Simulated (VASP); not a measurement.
# BN in VASP: further runs

Runs on BN. Level: PBE+D3(BJ). Tasks: single point.

All numbers are computed with VASP 6.6.1; they aren't measurements. Logs are shortened: lines on timing, memory, paths and dates and some standing lists are left out, and cuts for length are marked.

## Step 1: The cell of the first run

The cell holds a slab with vacuum, 2 atoms: a = 2.577 Å, b = 2.577 Å, c = 26.000 Å, α = 90.00°, β = 90.00°, γ = 120.00°.

## Step 2: Single point, PBE+D3(BJ)

INCAR

```
PREC = Accurate ; ENCUT = 520
EDIFF = 1E-6 ; ISMEAR = 0
SIGMA = 0.02 ; LREAL = False
LASPH = True ; NELM = 60
ALGO = Normal ; ISIF = 2
LWAVE = False ; LCHARG = True
LDIPOL = True ; IDIPOL = 3
DIPOL = 0.5 0.5 0.500 ; GGA = PE
IVDW = 12 ; LELF = True
LVHAR = True ; LVACPOTAV = True
NBANDS = 11
```

KPOINTS

```
Automatic mesh
0
Gamma
  12 12 1
```

POSCAR

```
BN
1.0
    2.5770000000      0.0000000000      0.0000000000
   -1.2885000000      2.2317474655      0.0000000000
    0.0000000000      0.0000000000     26.0000000000
B N
1 1
Direct
    0.0000000000      0.0000000000      0.5164807692
    0.6666666667      0.3333333333      0.4835192308
```

Potentials or basis: VASP PAW PBE potentials, release 64 (B, N).

Run with:

```sh
$ cat potpaw_PBE.64/B/POTCAR potpaw_PBE.64/N/POTCAR > POTCAR
$ mpirun -np 1 vasp_std > vasp.out
```

OUTCAR:

```text
PREC = Accurate
   ENCUT = 520
   EDIFF = 1E-6
   ISMEAR = 0
   LREAL = False
   LASPH = True
   NELM = 60
   ISIF = 2
   GGA = PE
   IVDW = 12
 IVDW          = 12

 ion  position               nearest neighbor table
   1  0.000  0.000  0.516-   2 1.72   2 1.72   2 1.72
   2  0.667  0.333  0.484-   1 1.72   1 1.72   1 1.72

  LATTYP: Found a hexagonal cell.
 ALAT       =     2.5770000000
 C/A-ratio  =    10.0892510671

  Lattice vectors:

 A1 = (   2.5770000000,   0.0000000000,   0.0000000000)
 A2 = (  -1.2885000000,   2.2317474655,   0.0000000000)
 A3 = (   0.0000000000,   0.0000000000,  26.0000000000)

Analysis of symmetry for initial positions (statically):
=====================================================================
 Subroutine PRICEL returns:
 Original cell was already a primitive cell.

 Routine SETGRP: Setting up the symmetry group for a
 hexagonal supercell.

 Subroutine GETGRP returns: Found  6 space group operations
 (whereof  6 operations were pure point group operations)
 out of a pool of 24 trial point group operations.

The static configuration has the point symmetry C_3v.

Analysis of symmetry for dynamics (positions and initial velocities):
=====================================================================
 Subroutine PRICEL returns:
 Original cell was already a primitive cell.

 Routine SETGRP: Setting up the symmetry group for a
 hexagonal supercell.

 Subroutine GETGRP returns: Found  6 space group operations
 (whereof  6 operations were pure point group operations)
 out of a pool of 24 trial point group operations.

The dynamic configuration has the point symmetry C_3v.

 Subroutine INISYM returns: Found  6 space group operations
 (whereof  6 operations are pure point group operations),
 and found     1 'primitive' translations

----------------------------------------------------------------------------------------

                                     Primitive cell

  volume of cell :     149.5315

  direct lattice vectors                    reciprocal lattice vectors
     2.577000000  0.000000000  0.000000000     0.388048118  0.224039685  0.000000000
    -1.288500000  2.231747465  0.000000000     0.000000000  0.448079371  0.000000000
     0.000000000  0.000000000 26.000000000     0.000000000  0.000000000  0.038461538

  length of vectors
     2.577000000  2.577000000 26.000000000     0.448079371  0.448079371  0.038461538

  position of ions in fractional coordinates (direct lattice)
     0.000000000  0.000000000  0.516480769
     0.666666667  0.333333333  0.483519231

  ion indices of the primitive-cell ions
   primitive index   ion index
                 1           1
                 2           2

----------------------------------------------------------------------------------------

 KPOINTS: Automatic mesh

Automatic generation of k-mesh.
 Grid dimensions read from file:
 generate k-points for:   12   12    1

 Generating k-lattice:

  Cartesian coordinates                     Fractional coordinates (reciprocal lattice)
     0.032337343  0.018669974  0.000000000     0.083333333  0.000000000  0.000000000
     0.000000000  0.037339948  0.000000000     0.000000000  0.083333333  0.000000000
     0.000000000  0.000000000  0.038461538     0.000000000  0.000000000  1.000000000

  Length of vectors
     0.037339948  0.037339948  0.038461538

  Shift w.r.t. Gamma in fractional coordinates (k-lattice)
     0.000000000  0.000000000  0.000000000

 Subroutine IBZKPT returns following result:
 ===========================================

 Found     19 irreducible k-points:

 Following reciprocal coordinates:
            Coordinates               Weight
  0.000000  0.000000  0.000000      1.000000
  0.083333 -0.000000  0.000000      6.000000
  0.166667  0.000000  0.000000      6.000000
  0.250000  0.000000  0.000000      6.000000
  0.333333  0.000000  0.000000      6.000000
  0.416667  0.000000  0.000000      6.000000
[... 11 lines left out ...]
  0.333333  0.250000  0.000000     12.000000
  0.333333  0.333333  0.000000      2.000000
   k-points           NKPTS =     19   k-points in BZ     NKDIM =     19   number of bands    NBANDS=     11
   number of dos      NEDOS =    301   number of ions     NIONS =      2
   total plane-waves  NPLWV =  78400
   dimension x,y,z NGX =    20 NGY =   20 NGZ =  196
   dimension x,y,z NGXF=    40 NGYF=   40 NGZF=  392
   ions per type =               1   1
   NGX,Y,Z   is equivalent  to a cutoff of  12.90, 12.90, 12.53 a.u.
   NGXF,Y,Z  is equivalent  to a cutoff of  25.80, 25.80, 25.06 a.u.
 SYSTEM =  unknown system
   PREC   = accura    normal or accurate (medium, high low for compatibility)
   ISTART =      0    job   : 0-new  1-cont  2-samecut
   ICHARG =      2    charge: 1-file 2-atom 10-const
   ISPIN  =      1    spin polarized calculation?
   LNONCOLLINEAR =      F non collinear calculations
   LSORBIT =      F    spin-orbit coupling
   LASPH  =      T    aspherical Exc in radial PAW
   ENCUT  =  520.0 eV  38.22 Ry    6.18 a.u.   4.79  4.79 48.34*2*pi/ulx,y,z
   NELM   =     60;   NELMIN=  2; NELMDL= -5     # of ELM steps
   EDIFF  = 0.1E-05   stopping-criterion for ELM
   LREAL  =      F    real-space projection
[... 7 lines left out ...]
   TEBEG  =    0.0;   TEEND  =   0.0 temperature during run
   PSTRESS=    0.0 pullay stress
   NELECT =       8.0000    total number of electrons
   NUPDOWN=      -1.0000    fix difference up-down
   EMIN   =  10.00;   EMAX   =-10.00  energy-range for DOS
   EFERMI =   0.00;   METHOD = LEGACY
   ISMEAR =     0;   SIGMA  =   0.02  broadening in eV -4-tet -1-fermi 0-gaus
   EFERMI_NEDOS =   21; number of points for ismear=-14 and -15
   IALGO  =     38    algorithm
   IMIX   =      4    mixing-type and parameters
     AMIX     =   0.40;   BMIX     =  1.00
     AMIX_MAG =   1.60;   BMIX_MAG =  1.00
  volume/ion in A,a.u.               =      74.77       504.54
  Fermi-wavevector in a.u.,A,eV,Ry     =   0.616870  1.165716  5.177412  0.380529
  Thomas-Fermi vector in A             =   1.674753
   LORBIT       =      0    0 simple, 1 ext, 2 COOP (PROOUT), +10 PAW based schemes
   GGA     = PE    functional components
   LHFCALC =     F    Hartree Fock is set to
   AEXX    =    0.0000 exact exchange contribution
   IVDW    =    12    specifies the selected vdW correction
   LEPSILON=     F    determine dielectric tensor
   LRPA    =     F    only Hartree local field effects (RPA)
 non-spin polarized calculation
 Gauss-broadening in eV      SIGMA  =   0.02
  energy-cutoff  :      520.00
  volume of cell :      149.53
 maximum number of plane-waves:      4046
 NGX is ok and might be reduce to    20
   NGX =  9   NGY =  9   NGZ = 97

 number of electron       8.0000001 magnetization

 dipolmoment           0.000000      0.000000     -0.092694 electrons x Angstroem

 Free energy of the ion-electron system (eV)
  ---------------------------------------------------
  ext. energy  EPLUGINS =         0.00000000
  ---------------------------------------------------
  free energy    TOTEN  =       -12.50323608 eV

  energy without entropy =      -12.50233427  energy(sigma->0) =      -12.50278517

 E-fermi :  -4.1440     XC(G=0):  -1.8701

 val. band max:       -4.1442391185   @ k =   0.0833   0.0833   0.0000
 cond. band min:      -4.0535002964   @ k =   0.1667   0.0000   0.0000
 fundamental gap:      0.0907388220
 Fermi energy:        -4.1440107381

 k-point     1 :       0.0000    0.0000    0.0000
  band No.  band energies     occupation
      1     -20.9712      2.00000
      2     -10.5636      2.00000
      3      -4.5148      2.00000
      4      -3.5623      0.00000
      5      -3.5623      0.00000
      6      -0.6946      0.00000
      7       0.0745      0.00000
      8       1.1166      0.00000
      9       2.2260      0.00000
     10       2.5963      0.00000
     11       3.0174      0.00000

 k-point     2 :       0.0833   -0.0000    0.0000
  band No.  band energies     occupation
      1     -20.8320      2.00000
      2     -10.4110      2.00000
      3      -4.4633      2.00000
      4      -4.1499      1.32045
      5      -3.7684      0.00000
      6      -0.4928      0.00000
      7       0.2813      0.00000
      8       1.3217      0.00000
      9       2.4298      0.00000
     10       2.7869      0.00000
     11       3.2218      0.00000

 k-point     3 :       0.1667    0.0000    0.0000
  band No.  band energies     occupation
      1     -20.4219      2.00000
      2      -9.9651      2.00000
      3      -5.8108      2.00000
      4      -4.2766      2.00000
      5      -4.0535      0.00000
      6       0.1076      0.00000
      7       0.9001      0.00000
      8       1.9329      0.00000
      9       3.0022      0.00000
     10       3.3051      0.00000
     11       3.7426      0.00000

 k-point     4 :       0.2500    0.0000    0.0000
  band No.  band energies     occupation
      1     -19.7700      2.00000
      2      -9.3006      2.00000
      3      -7.6615      2.00000
      4      -4.8756      2.00000
      5      -3.6445      0.00000
      6       1.0841      0.00000
      7       1.9195      0.00000
      8       2.7116      0.00000
      9       3.0003      0.00000
     10       4.1251      0.00000
     11       4.4048      0.00000
[... 169 lines left out ...]
 k-point    17 :       0.2500    0.2500    0.0000
  band No.  band energies     occupation
      1     -17.9009      2.00000
      2     -10.3694      2.00000
      3      -8.2302      2.00000
      4      -6.8732      2.00000
      5      -3.1122      0.00000
      6       1.8841      0.00000
      7       3.6339      0.00000
      8       4.9482      0.00000
      9       5.6967      0.00000
     10       6.6549      0.00000
     11       7.5757      0.00000

 k-point    18 :       0.3333    0.2500    0.0000
  band No.  band energies     occupation
      1     -17.3866      2.00000
      2     -10.8330      2.00000
      3      -8.9101      2.00000
      4      -6.2843      2.00000
      5      -3.1421      0.00000
      6       1.2279      0.00000
      7       3.9505      0.00000
      8       6.7344      0.00000
      9       7.6630      0.00000
     10       7.9415      0.00000
     11       8.6462      0.00000

 k-point    19 :       0.3333    0.3333    0.0000
  band No.  band energies     occupation
      1     -17.1950      2.00000
      2     -10.4895      2.00000
      3      -9.7582      2.00000
      4      -6.0633      2.00000
      5      -3.0535      0.00000
      6       0.9166      0.00000
      7       3.9666      0.00000
      8       8.0353      0.00000
      9       8.5609      0.00000
     10       8.9848      0.00000
     11       9.2228      0.00000

------------------------ aborting loop because EDIFF is reached ----------------------------------------

 Edisp (eV)   -0.14351

 E8    (eV) :    -0.0460

  FORCE on cell =-STRESS in cart. coord.  units (eV):
  Direction    XX          YY          ZZ          XY          YZ          ZX
  --------------------------------------------------------------------------------------
  -------------------------------------------------------------------------------------
  Total      -1.92565    -1.92565    -8.30951     0.00000    -0.00000    -0.00000
  in kB     -20.63267   -20.63267   -89.03343     0.00000    -0.00000    -0.00000
  external pressure =      -43.43 kB  Pullay stress =        0.00 kB

 VOLUME and BASIS-vectors are now :
 -----------------------------------------------------------------------------
  energy-cutoff  :      520.00
  volume of cell :      149.53
      direct lattice vectors                 reciprocal lattice vectors
     2.577000000  0.000000000  0.000000000     0.388048118  0.224039685  0.000000000
    -1.288500000  2.231747465  0.000000000     0.000000000  0.448079371  0.000000000
     0.000000000  0.000000000 26.000000000     0.000000000  0.000000000  0.038461538

 POSITION                                       TOTAL-FORCE (eV/Angst)
 -----------------------------------------------------------------------------------
      0.00000      0.00000     13.42850        -0.000000      0.000000     -9.683142
      1.28850      0.74392     12.57150         0.000000     -0.000000      9.683142
 -----------------------------------------------------------------------------------
    total drift:                               -0.000000      0.000000     -0.000003

  FREE ENERGIE OF THE ION-ELECTRON SYSTEM (eV)
  ---------------------------------------------------
  free  energy   TOTEN  =       -12.6467498345 eV

  energy  without entropy=      -12.6458480246  energy(sigma->0) =      -12.64629893

 vacuum level on the upper side and lower side of the slab        -0.367         2.550
```

Wall time 38 s (1 thread of Intel Xeon Platinum 8375C at 2.90GHz (Ice Lake), shared host); peak memory 0.27 GiB.

Results:

```
Free energy                : -12.6467 eV
Largest force              : 9.683 eV/Å
Band gap on the k mesh     : zero (band 4 reaches -3.56 eV, above the bottom of band 5 at -4.14 eV)
Dispersion energy per atom : -0.072 eV
```

Forces on the atoms (eV/Å):
```
B    0.000  0.000 -9.683
N    0.000  0.000  9.683
```

Levels at points of the mesh, in eV from the Fermi level:
```tsv
k point	band 1	band 2	band 3	band 4	band 5	band 6	band 7	band 8	band 9
(0.00, 0.00, 0.00)	-16.83	-6.42	-0.37	0.58	0.58	3.45	4.22	5.26	6.37
(0.50, 0.00, 0.00)	-13.62	-7.65	-2.58	-1.72	0.44	5.22	9.45	9.72	10.39
```

## Step 3: Single point, PBE+D3(BJ)

INCAR

```
PREC = Accurate
ENCUT = 520
EDIFF = 1E-6
ISMEAR = 0
SIGMA = 0.02
LREAL = False
LASPH = True
NELM = 80
ALGO = Normal
ISIF = 2
LWAVE = False
LCHARG = False
LDIPOL = True
IDIPOL = 3
DIPOL = 0.5 0.5 0.500
GGA = PE
IVDW = 12
NBANDS = 11
```

KPOINTS is that of step 2.

POSCAR

```
BN
1.0
    2.5770000000      0.0000000000      0.0000000000
   -1.2885000000      2.2317474655      0.0000000000
    0.0000000000      0.0000000000     26.0000000000
B N
1 1
Direct
    0.0000000000      0.0000000000      0.5027500000
    0.6666666667      0.3333333333      0.4972500000
```

Potentials or basis: VASP PAW PBE potentials, release 64 (B, N).

Run with:

```sh
$ cat potpaw_PBE.64/B/POTCAR potpaw_PBE.64/N/POTCAR > POTCAR
$ mpirun -np 1 vasp_std > vasp.out
```

Wall time 36 s (1 thread of Intel Xeon Platinum 8375C at 2.90GHz (Ice Lake), shared host); peak memory 0.27 GiB.

The run converged. Its results:

| Quantity | Value |
| --- | --- |
| Free energy | -17.5234 eV |
| Largest force | 2.087 eV/Å |
| Band gap on the k mesh | 4.34 eV, direct |
| Dispersion energy per atom | -0.073 eV |

Forces in eV/Å, atoms in the order of the input:
```
B    0.000  0.000 -2.087
N    0.000  0.000  2.087
```

Levels at points of the mesh, in eV from the valence-band top:
| k point | band 2 | band 3 | band 4 | band 5 | band 6 | band 7 |
| --- | --- | --- | --- | --- | --- | --- |
| (0.00, 0.00, 0.00) | -4.79 | -1.28 | -1.28 | 4.39 | 5.58 | 5.96 |
| (0.50, 0.00, 0.00) | -8.47 | -3.85 | -0.81 | 4.44 | 8.89 | 11.96 |

## Step 4: Single point, PBE+D3(BJ)

INCAR, as its differences from that of step 3:

```diff
@@ -7,3 +7,3 @@
 LASPH = True
-NELM = 80
+NELM = 100
 ALGO = Normal
```

KPOINTS

```
regular mesh
0
Gamma
  12 12 1
```

POSCAR

```
BN
1.0
    2.5770000000      0.0000000000      0.0000000000
   -1.2885000000      2.2317474655      0.0000000000
    0.0000000000      0.0000000000     26.0000000000
B N
1 1
Direct
    0.0000000000      0.0000000000      0.5082500000
    0.6666666667      0.3333333333      0.4917500000
```

Run with:

```sh
$ cat potpaw_PBE.64/B/POTCAR potpaw_PBE.64/N/POTCAR > POTCAR
$ mpirun -np 1 vasp_std > vasp.out
```

Wall time 34 s (1 thread of Intel Xeon Platinum 8375C at 2.90GHz (Ice Lake), shared host); peak memory 0.27 GiB.

It converged, with:

```
Free energy                : -16.3398 eV
Largest force              : 6.157 eV/Å
Band gap on the k mesh     : 3.16 eV, indirect (least direct gap 3.30 eV)
Dispersion energy per atom : -0.073 eV
```

Forces on the atoms (eV/Å):
```
B    0.000  0.000 -6.157
N    0.000  0.000  6.157
```

Levels at points of the mesh, in eV from the valence-band top:
```tsv
k point	band 1	band 2	band 3	band 4	band 5	band 6	band 7	band 8
(0.00, 0.00, 0.00)	-16.58	-4.58	-0.15	-0.15	3.16	4.98	5.57	6.59
(0.50, 0.00, 0.00)	-13.61	-7.76	-2.68	-0.71	3.48	8.63	11.24	12.05
```
